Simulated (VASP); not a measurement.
A run of VASP 6.6.1 is set up as follows.

Contents of INCAR:

```
SYSTEM = Cu
PREC = Accurate
ENCUT = 520
EDIFF = 1E-7
ISMEAR = 0
SIGMA = 0.1
LREAL = .False.
LASPH = .True.
NELM = 100
ALGO = Normal
ISIF = 2
LWAVE = .False.
LCHARG = .False.
GGA = PE
NBANDS = 30
```

File KPOINTS:

```
regular mesh
0
Gamma
  6 6 6
  0 0 0
```

POSCAR

```
Cu
1.0
    1.4180567933     -4.4983674713      0.0000000000
    1.4180567933      4.4983674713      0.0000000000
    0.0000000000      0.0000000000      3.7529237189
Cu
4
Direct
    0.0980000000      0.9020000000      0.9100000000
    0.5980000000      0.4020000000      0.5900000000
    0.9020000000      0.0980000000      0.0900000000
    0.4020000000      0.5980000000      0.4100000000
```

Potentials or basis: VASP PAW PBE potentials, release 64 (Cu).

Run with:

```console
$ cat potpaw_PBE.64/Cu/POTCAR > POTCAR
$ mpirun -np 1 vasp_std > vasp.out
```

**Question.** What does it give for the largest force?

**Answer.** 12.199 eV/Å.

**Question.** What does it give for the pressure?

**Answer.** 102.1 GPa.

**Question.** What does it give for the band gap on the k mesh?

**Answer.** Zero (band 22 reaches 9.89 eV, above the bottom of band 23 at 6.86 eV).

Stress tensor (GPa, compression positive):
```
127.77   0.00   0.00
  0.00  76.58   0.00
  0.00   0.00 102.01
```

Caveat: the k points lie up to 0.39 Å⁻¹ apart; forces of over 1 eV/Å act on the atoms, so gaps and moduli don't describe the material at rest.
